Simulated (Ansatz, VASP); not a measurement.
**Two plane-wave programs on Nb2Cl3**

```
Nb Cl
1.0
     3.44692    1.99008    5.00657
    -3.44692    1.99008    5.00657
     0.00000   -3.98016    5.00657
Nb Cl
4 6
Cartesian
  0.0000 0.0000 12.4596
  0.0000 0.0000 10.0700
  0.0000 0.0000 2.5601
  0.0000 0.0000 4.9497
  -1.0996 -1.9901 6.2582
  2.2733 0.0428 6.2582
  -1.1737 1.9473 6.2582
  1.0996 1.9901 8.7615
  -2.2733 -0.0428 8.7615
  1.1737 -1.9473 8.7615
```

Alike in both runs: functional PBE; k mesh 6 × 6 × 6; occupations gaussian, width 0.1 eV; no spin polarisation.

Ansatz relaxed the structure, and its values are those at the end. VASP's run is a single point on that final structure, the one shown.

```csv
,VASP,Ansatz
version,VASP 6.6.1,Ansatz 0.2.0
potentials or method,"VASP PAW PBE potentials, release 64 (Nb_sv, Cl), cutoff 520 eV","scalar-relativistic, plane waves, PAW"
valence electrons in the cell,94,94
```

Ansatz gave:

```
gap on the k mesh at the Fermi level (eV) : none
pressure (GPa)                            : 0.0
```

Problem. Which values does VASP return?

Solution. gap on the k mesh at the Fermi level (eV): none; pressure (GPa): -0.1.

A gap of «none» marks a metal or a gap that the smearing closes.
